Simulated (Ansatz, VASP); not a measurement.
**Two plane-wave programs on BN**

Contents of INCAR:

```
PREC = Accurate
ENCUT = 520
EDIFF = 1E-6
ISMEAR = 0
SIGMA = 0.02
LREAL = F
LASPH = T
NELM = 100
ALGO = Normal
ISIF = 2
LWAVE = F
LCHARG = F
GGA = PE
NBANDS = 11
```

KPOINTS

```
Automatic mesh
0
Gamma
  12 12 12
```

POSCAR

```
BN
1.0
    0.0000000000      1.8302716282      1.8302716282
    1.8302716282      0.0000000000      1.8302716282
    1.8302716282      1.8302716282      0.0000000000
B N
1 1
Direct
    0.0000000000      0.0000000000      0.0000000000
    0.2500000000      0.2500000000      0.2500000000
```

Input for Ansatz:

```yaml
crystal:
  lattice:
    - [0.0, 1.8302716282, 1.8302716282]
    - [1.8302716282, 0.0, 1.8302716282]
    - [1.8302716282, 1.8302716282, 0.0]
  atoms:
    - { symbol: B, position: [0.0, 0.0, 0.0] }
    - { symbol: "N", position: [0.25, 0.25, 0.25] }
basis:
  ecutwfc: 420
kpoints:
  mp_grid: { grid: [12, 12, 12] }
hamiltonian:
  xc: pbe
scf:
  occupations: { method: gaussian, width: 0.02 }
output:
  forces: true
  stress: true
  eigenvalues: true
```

Alike in both runs: task single point; functional PBE; k mesh 12 × 12 × 12; occupations gaussian, width 0.02 eV; no spin polarisation.

|  | VASP | Ansatz |
| --- | --- | --- |
| version | VASP 6.6.1 | Ansatz 0.2.0 |
| potentials or method | VASP PAW PBE potentials, release 64 (B, N), cutoff 520 eV | scalar-relativistic, plane waves, PAW |
| valence electrons in the cell | 8 | 8 |

```csv
,VASP,Ansatz,Ansatz less VASP
gap on the k mesh at the Fermi level (eV),4.42,4.43,+0.011
least direct gap on the mesh (eV),8.64,8.65,+0.010
pressure (GPa),-10.2,-10.4,-0.15
```
